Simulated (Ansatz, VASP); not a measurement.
TiCo in VASP and in Ansatz

```
Ti Co
1.0
     2.98575    0.00000    0.00000
     0.00000    2.98575    0.00000
     0.00000    0.00000    2.98575
Ti Co
1 1
Direct
  0.50000 0.50000 0.50000
  0.00000 0.00000 0.00000
```

Alike in both runs: functional PBE; k mesh 14 × 14 × 14; occupations gaussian, width 0.1 eV; collinear spin.

Ansatz relaxed the structure, and its values are those at the end. VASP's run is a single point on that final structure, the one shown.

```csv
,VASP,Ansatz
version,VASP 6.6.1,Ansatz 0.2.0
potentials or method,"VASP PAW PBE potentials, release 64 (Ti_sv, Co), cutoff 520 eV","scalar-relativistic, plane waves, PAW"
valence electrons in the cell,21,29
```

VASP gave:

| Property | Result |
| --- | --- |
| gap on the k mesh at the Fermi level (eV) | none |
| pressure (GPa) | -0.5 |
| net moment per atom (μB) | 0.44 |
| size of the moment on the site where the two differ most (μB) | 0.96 |

Problem. Which values does Ansatz return?

Solution. gap on the k mesh at the Fermi level (eV): none; pressure (GPa): 0.0; net moment per atom (μB): 0.44; size of the moment on the site where the two differ most (μB): 0.99.

Site moments also hang on the region over which each program counts them. A gap of «none» marks a metal or a gap that the smearing closes. The functional is the same, so the differences come from potentials, cutoffs and numerics. VASP's potentials hold 21 valence electrons a cell and Ansatz's 29, so a difference there can come from the potentials and not from the codes.
